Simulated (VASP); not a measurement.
# Tc in VASP: a series of runs

Runs on Tc. Level: r2SCAN. Tasks: single point.

Program: VASP 6.6.1. These are calculated values, not measurements. Logs are shortened: lines on timing, memory, paths and dates and some standing lists are left out, and cuts for length are marked.

## 1. The cell of the first run

The structure is cubic, space group Fm-3m (No. 225). Conventional cell: a = 3.900 Å, b = 3.900 Å, c = 3.900 Å, α = 90.00°, β = 90.00°, γ = 90.00°. Tc (site symmetry m-3m) has 12 Tc at 2.76 Å within 3.6 Å.

This isn't the form of Tc at room conditions, which is hcp.

## 2. Single point, r2SCAN

File POSCAR:

```
Tc
1.0
    0.0000000000      1.9500000000      1.9500000000
    1.9500000000      0.0000000000      1.9500000000
    1.9500000000      1.9500000000      0.0000000000
Tc
1
Direct
    0.0000000000      0.0000000000      0.0000000000
```

File INCAR.step1:

```
PREC = Accurate ; ENCUT = 550
ISMEAR = -1 ; SIGMA = 0.1
LREAL = False ; LASPH = True
NELM = 120 ; NBANDS = 12
GGA = PE ; ALGO = Normal
EDIFF = 1E-5 ; LWAVE = True
LCHARG = False ; GGA_COMPAT = False
```

File INCAR.step2:

```
PREC = Accurate ; ENCUT = 550
EDIFF = 1E-6 ; ISMEAR = -1
SIGMA = 0.1 ; LREAL = False
LASPH = True ; NELM = 120
ALGO = Normal ; ISIF = 2
LWAVE = False ; LCHARG = False
METAGGA = R2SCAN ; LMIXTAU = True
NBANDS = 12 ; ISTART = 1
GGA_COMPAT = False
```

File KPOINTS:

```
regular mesh
0
Gamma
  15 15 15
```

Potentials or basis: VASP PAW PBE potentials, release 64 (Tc_pv).

Command:

```bash
cat potpaw_PBE.64/Tc_pv/POTCAR > POTCAR
cp INCAR.step1 INCAR
mpirun -np 1 vasp_std > vasp.out
cp INCAR.step2 INCAR
mpirun -np 1 vasp_std > vasp.out
```

OUTCAR:

```text
PREC = Accurate
   ENCUT = 550
   EDIFF = 1E-6
   ISMEAR = -1
   LREAL = False
   LASPH = True
   NELM = 120
   ISIF = 2
   METAGGA = R2SCAN
   ISTART = 1

 ion  position               nearest neighbor table
   1  0.000  0.000  0.000-

  LATTYP: Found a face centered cubic cell.
 ALAT       =     3.9000000000

  Lattice vectors:

 A1 = (   0.0000000000,   1.9500000000,   1.9500000000)
 A2 = (   1.9500000000,   0.0000000000,   1.9500000000)
 A3 = (   1.9500000000,   1.9500000000,   0.0000000000)

Analysis of symmetry for initial positions (statically):
=====================================================================
 Subroutine PRICEL returns:
 Original cell was already a primitive cell.

 Routine SETGRP: Setting up the symmetry group for a
 face centered cubic supercell.

 Subroutine GETGRP returns: Found 48 space group operations
 (whereof 48 operations were pure point group operations)
 out of a pool of 48 trial point group operations.

The static configuration has the point symmetry O_h .

Analysis of symmetry for dynamics (positions and initial velocities):
=====================================================================
 Subroutine PRICEL returns:
 Original cell was already a primitive cell.

 Routine SETGRP: Setting up the symmetry group for a
 face centered cubic supercell.

 Subroutine GETGRP returns: Found 48 space group operations
 (whereof 48 operations were pure point group operations)
 out of a pool of 48 trial point group operations.

The dynamic configuration has the point symmetry O_h .

 Subroutine INISYM returns: Found 48 space group operations
 (whereof 48 operations are pure point group operations),
 and found     1 'primitive' translations

----------------------------------------------------------------------------------------

                                     Primitive cell

  volume of cell :      14.8297

  direct lattice vectors                    reciprocal lattice vectors
     0.000000000  1.950000000  1.950000000    -0.256410256  0.256410256  0.256410256
     1.950000000  0.000000000  1.950000000     0.256410256 -0.256410256  0.256410256
     1.950000000  1.950000000  0.000000000     0.256410256  0.256410256 -0.256410256

  length of vectors
     2.757716447  2.757716447  2.757716447     0.444115592  0.444115592  0.444115592

  position of ions in fractional coordinates (direct lattice)
     0.000000000  0.000000000  0.000000000

  ion indices of the primitive-cell ions
   primitive index   ion index
                 1           1

----------------------------------------------------------------------------------------

 KPOINTS: regular mesh

Automatic generation of k-mesh.
 Grid dimensions read from file:
 generate k-points for:   15   15   15

 Generating k-lattice:

  Cartesian coordinates                     Fractional coordinates (reciprocal lattice)
    -0.017094017  0.017094017  0.017094017     0.066666667  0.000000000  0.000000000
     0.017094017 -0.017094017  0.017094017     0.000000000  0.066666667  0.000000000
     0.017094017  0.017094017 -0.017094017     0.000000000  0.000000000  0.066666667

  Length of vectors
     0.029607706  0.029607706  0.029607706

  Shift w.r.t. Gamma in fractional coordinates (k-lattice)
     0.000000000  0.000000000  0.000000000

 Subroutine IBZKPT returns following result:
 ===========================================

 Found    120 irreducible k-points:

 Following reciprocal coordinates:
            Coordinates               Weight
  0.000000  0.000000  0.000000      1.000000
  0.066667  0.000000  0.000000      8.000000
  0.133333  0.000000  0.000000      8.000000
  0.200000  0.000000  0.000000      8.000000
  0.266667  0.000000  0.000000      8.000000
  0.333333  0.000000  0.000000      8.000000
[... 16 lines left out ...]
  0.133333  0.133333  0.000000      6.000000
  0.200000  0.133333  0.000000     24.000000
 [... further k-points ...]
   k-points           NKPTS =    120   k-points in BZ     NKDIM =    120   number of bands    NBANDS=     12
   number of dos      NEDOS =    301   number of ions     NIONS =      1
   total plane-waves  NPLWV =  13824
   dimension x,y,z NGX =    24 NGY =   24 NGZ =   24
   dimension x,y,z NGXF=    48 NGYF=   48 NGZF=   48
   ions per type =               1
   NGX,Y,Z   is equivalent  to a cutoff of  14.47, 14.47, 14.47 a.u.
   NGXF,Y,Z  is equivalent  to a cutoff of  28.94, 28.94, 28.94 a.u.
 SYSTEM =  unknown system
   PREC   = accura    normal or accurate (medium, high low for compatibility)
   ISTART =      1    job   : 0-new  1-cont  2-samecut
   ICHARG =      0    charge: 1-file 2-atom 10-const
   ISPIN  =      1    spin polarized calculation?
   LNONCOLLINEAR =      F non collinear calculations
   LSORBIT =      F    spin-orbit coupling
   LASPH  =      T    aspherical Exc in radial PAW
   ENCUT  =  550.0 eV  40.42 Ry    6.36 a.u.   5.27  5.27  5.27*2*pi/ulx,y,z
   NELM   =    120;   NELMIN=  2; NELMDL=  0     # of ELM steps
   EDIFF  = 0.1E-05   stopping-criterion for ELM
   LREAL  =      F    real-space projection
   EDIFFG = 0.1E-04   stopping-criterion for IOM
   NSW    =      0    number of steps for IOM
   IBRION =     -1    ionic relax: 0-MD 1-quasi-New 2-CG
   NFREE  =      0    steps in history (QN), initial steepest desc. (CG)
   ISIF   =      2    stress and relaxation
   ISYM   =      2    0-nonsym 1-usesym 2-fastsym
   POTIM  = 0.5000    time-step for ionic-motion
   TEBEG  =    0.0;   TEEND  =   0.0 temperature during run
   PSTRESS=    0.0 pullay stress
   NELECT =      13.0000    total number of electrons
   NUPDOWN=      -1.0000    fix difference up-down
   EMIN   =  10.00;   EMAX   =-10.00  energy-range for DOS
   EFERMI =   0.00;   METHOD = LEGACY
   ISMEAR =    -1;   SIGMA  =   0.10  broadening in eV -4-tet -1-fermi 0-gaus
   EFERMI_NEDOS =   21; number of points for ismear=-14 and -15
   IALGO  =     38    algorithm
   IMIX   =      4    mixing-type and parameters
     AMIX     =   0.40;   BMIX     =  1.00
     AMIX_MAG =   1.60;   BMIX_MAG =  1.00
  volume/ion in A,a.u.               =      14.83       100.08
  Fermi-wavevector in a.u.,A,eV,Ry     =   1.566792  2.960808 33.400086  2.454837
  Thomas-Fermi vector in A             =   2.669068
   LORBIT       =      0    0 simple, 1 ext, 2 COOP (PROOUT), +10 PAW based schemes
   METAGGA = R2SCAN    functional components
   LHFCALC =     F    Hartree Fock is set to
   AEXX    =    0.0000 exact exchange contribution
   IVDW    =     0    specifies the selected vdW correction
   LEPSILON=     F    determine dielectric tensor
   LRPA    =     F    only Hartree local field effects (RPA)
 non-spin polarized calculation
  energy-cutoff  :      550.00
  volume of cell :       14.83
 maximum number of plane-waves:       445
 NGX is ok and might be reduce to    24
   NGX = 11   NGY = 11   NGZ = 11

 number of electron      13.0000001 magnetization

 Free energy of the ion-electron system (eV)
  ---------------------------------------------------
  ext. energy  EPLUGINS =         0.00000000
  ---------------------------------------------------
  free energy    TOTEN  =       -25.90530580 eV

  energy without entropy =      -25.87268424  energy(sigma->0) =      -25.88899502

 E-fermi :  12.1779     XC(G=0): -14.8856

 val. band max:       12.1670243842   @ k =  -0.4000   0.2667   0.0000
 cond. band min:      12.1868127528   @ k =   0.4000   0.0000   0.0000
 fundamental gap:      0.0197883686
 Fermi energy:        12.1778719001

 k-point     1 :       0.0000    0.0000    0.0000
  band No.  band energies     occupation
      1     -27.4871      2.00000
      2     -27.4871      2.00000
      3     -27.4871      2.00000
      4       4.3812      2.00000
      5      10.3568      2.00000
      6      10.3568      2.00000
      7      10.3568      2.00000
      8      13.0557      0.00031
      9      13.0557      0.00031
     10      26.7768      0.00000
     11      32.6674      0.00000
     12      32.6674      0.00000

 k-point     2 :       0.0667    0.0000    0.0000
  band No.  band energies     occupation
      1     -27.5435      2.00000
      2     -27.4942      2.00000
      3     -27.4942      2.00000
      4       4.5744      2.00000
      5      10.2415      2.00000
      6      10.4401      2.00000
      7      10.4401      2.00000
      8      12.9972      0.00055
      9      12.9972      0.00055
     10      27.1198      0.00000
     11      31.7633      0.00000
     12      32.9905      0.00000

 k-point     3 :       0.1333    0.0000    0.0000
  band No.  band energies     occupation
      1     -27.7011      2.00000
      2     -27.5143      2.00000
      3     -27.5143      2.00000
      4       5.1138      2.00000
      5       9.9725      2.00000
      6      10.6425      2.00000
      7      10.6425      2.00000
      8      12.8888      0.00163
      9      12.8888      0.00163
     10      28.0091      0.00000
     11      30.1109      0.00000
     12      33.9196      0.00000
[... 286 lines left out ...]
 k-point    23 :       0.1333    0.1333    0.0000
  band No.  band energies     occupation
      1     -27.6952      2.00000
      2     -27.5614      2.00000
      3     -27.5614      2.00000
      4       5.3590      2.00000
      5       9.5754      2.00000
      6      10.9367      1.99999
      7      10.9367      1.99999
      8      12.2094      0.84371
      9      13.3415      0.00002
     10      28.5191      0.00000
     11      31.0526      0.00000
     12      33.0805      0.00000

 k-point    24 :       0.2000    0.1333    0.0000
  band No.  band energies     occupation
      1     -27.8434      2.00000
      2     -27.5989      2.00000
      3     -27.5888      2.00000
      4       5.9343      2.00000
      5       9.2400      2.00000
      6      11.1171      1.99995
      7      11.2215      1.99986
      8      12.0484      1.57002
      9      13.4915      0.00000
     10      29.4798      0.00000
     11      30.0654      0.00000
     12      33.3262      0.00000

 [... further k-points ...]

------------------------ aborting loop because EDIFF is reached ----------------------------------------

  FORCE on cell =-STRESS in cart. coord.  units (eV):
  Direction    XX          YY          ZZ          XY          YZ          ZX
  --------------------------------------------------------------------------------------
  -------------------------------------------------------------------------------------
  Total       -0.9806995     -0.9806995     -0.9806995     -0.0000000     -0.0000000      0.0000000
  in kB     -105.9528661   -105.9528661   -105.9528661     -0.0000000     -0.0000000      0.0000000
  external PRESSURE =    -105.9528661 kB  Pullay stress =       0.0000000 kB

 VOLUME and BASIS-vectors are now :
 -----------------------------------------------------------------------------
  energy-cutoff  :      550.00
  volume of cell :       14.83
      direct lattice vectors                 reciprocal lattice vectors
     0.000000000  1.950000000  1.950000000    -0.256410256  0.256410256  0.256410256
     1.950000000  0.000000000  1.950000000     0.256410256 -0.256410256  0.256410256
     1.950000000  1.950000000  0.000000000     0.256410256  0.256410256 -0.256410256

 POSITION                                       TOTAL-FORCE (eV/Angst)
 -----------------------------------------------------------------------------------
      0.00000      0.00000      0.00000         0.000000      0.000000     -0.000000
 -----------------------------------------------------------------------------------
    total drift:                                0.000000      0.000000     -0.000000

  FREE ENERGIE OF THE ION-ELECTRON SYSTEM (eV)
  ---------------------------------------------------
  free  energy   TOTEN  =       -25.9053057968 eV

  energy  without entropy=      -25.8726842369  energy(sigma->0) =      -25.88899502
```

It took 74 s on 1 thread of Intel Xeon 8259CL, shared host; peak memory 0.16 GiB.

Results:

| Quantity | Value |
| --- | --- |
| Free energy | -25.9053 eV |
| Pressure | -10.6 GPa |
| Band gap on the k mesh | zero (an odd number of electrons rules out a gap without spin polarisation) |

Caveat: the cell stands under tension; the PAW data sets were made with another functional, which shifts forces and pressure a little.

## 3. Single point, r2SCAN

This run uses another cell than the first one, of 14.24 Å³/atom.

File POSCAR:

```
Tc
1.0
    0.0000000000      1.9110000000      1.9500000000
    1.9110000000      0.0000000000      1.9500000000
    1.9110000000      1.9110000000      0.0000000000
Tc
1
Direct
    0.0000000000      0.0000000000      0.0000000000
```

File INCAR.step1:

```
SYSTEM = Tc
ALGO = Normal
EDIFF = 1E-5
ENCUT = 550
GGA = PE
GGA_COMPAT = .False.
ISMEAR = -1
LASPH = .True.
LCHARG = .False.
LREAL = .False.
LWAVE = .True.
NBANDS = 12
NELM = 120
PREC = Accurate
SIGMA = 0.1
```

File INCAR.step2:

```
SYSTEM = Tc
ALGO = Normal
EDIFF = 1E-6
ENCUT = 550
GGA_COMPAT = .False.
ISIF = 2
ISMEAR = -1
ISTART = 1
LASPH = .True.
LCHARG = .False.
LMIXTAU = .True.
LREAL = .False.
LWAVE = .False.
METAGGA = R2SCAN
NBANDS = 12
NELM = 120
PREC = Accurate
SIGMA = 0.1
```

File KPOINTS:

```
k-points
0
Gamma
  15 15 15
  0 0 0
```

Potentials or basis: VASP PAW PBE potentials, release 64 (Tc_pv).

Command:

```bash
cat potpaw_PBE.64/Tc_pv/POTCAR > POTCAR
cp INCAR.step1 INCAR
mpirun -np 1 vasp_std > vasp.out
cp INCAR.step2 INCAR
mpirun -np 1 vasp_std > vasp.out
```

It took 3.1 min on 1 thread of Intel Xeon 8259CL, shared host; peak memory 0.19 GiB.

It converged, with:

| Quantity | Value |
| --- | --- |
| Free energy | -25.9194 eV |
| Pressure | 1.5 GPa |
| Band gap on the k mesh | zero (an odd number of electrons rules out a gap without spin polarisation) |

Stress tensor (GPa, compression positive):
```
 3.17  0.00  0.00
 0.00  3.17  0.00
 0.00  0.00 -1.85
```

Levels at points of the mesh, in eV from the Fermi level:
```csv
k point,band 3,band 4,band 5,band 6,band 7,band 8,band 9,band 10,band 11,band 12
"(0.00, 0.00, 0.00)",-39.60,-7.98,-2.12,-1.84,-1.84,0.75,1.10,14.59,20.19,20.95
```

Caveat: the PAW data sets were made with another functional, which shifts forces and pressure a little.
